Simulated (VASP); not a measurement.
# ZrS2: single point with PBE+D3(BJ)

The system is ZrS2.

```xyz
3
Lattice="3.6346 0.0000 0.0000 -1.8173 3.1477 0.0000 0.0000 0.0000 5.7202" Properties=species:S:1:pos:R:3 pbc="T T T"
Zr    0.0000    0.0000    0.0000
S     0.0000    2.0984    1.4606
S     1.8173    1.0492    4.2597
```

```json
{"Program": "VASP 6.6.1", "Task": "single point", "Functional": "PBE", "Dispersion": "D3(BJ)", "Potentials or basis": "VASP PAW PBE potentials, release 64 (Zr_sv, S)", "Cutoff": "500 eV", "k mesh": "12 × 12 × 6", "Occupations": "gaussian, width 0.01 eV", "Spin": "no spin polarisation"}
```

* Pressure: 0.0 GPa
* Largest force: 0.007 eV/Å
* Band gap on the k mesh: 0.66 eV (least direct gap 1.42 eV)
* Dispersion energy per atom: -0.363 eV

Forces on the atoms (eV/Å):
```
Zr   0.000  0.000  0.000
S    0.000  0.000  0.007
S    0.000  0.000 -0.007
```

Levels at points of the mesh, in eV from the valence-band top:
```
           k point  band 10  band 11  band 12  band 13  band 14  band 15
(0.00, 0.00, 0.00)    -0.24    -0.24     0.00     1.42     1.42     2.12
(0.50, 0.00, 0.00)    -2.64    -2.17    -1.46     0.86     3.20     3.54
(0.00, 0.00, 0.50)    -2.14    -0.44    -0.44     1.37     1.37     2.52
(0.50, 0.00, 0.50)    -2.52    -1.07    -0.86     0.66     3.19     3.53
```

It took 76 s on 1 thread of AMD EPYC 7R13 Processor (Zen 3), on a shared host, peak memory 0.23 GiB.

Caveat: semilocal functionals underestimate gaps, and a narrow one can read as zero. A k mesh can miss the band edges.
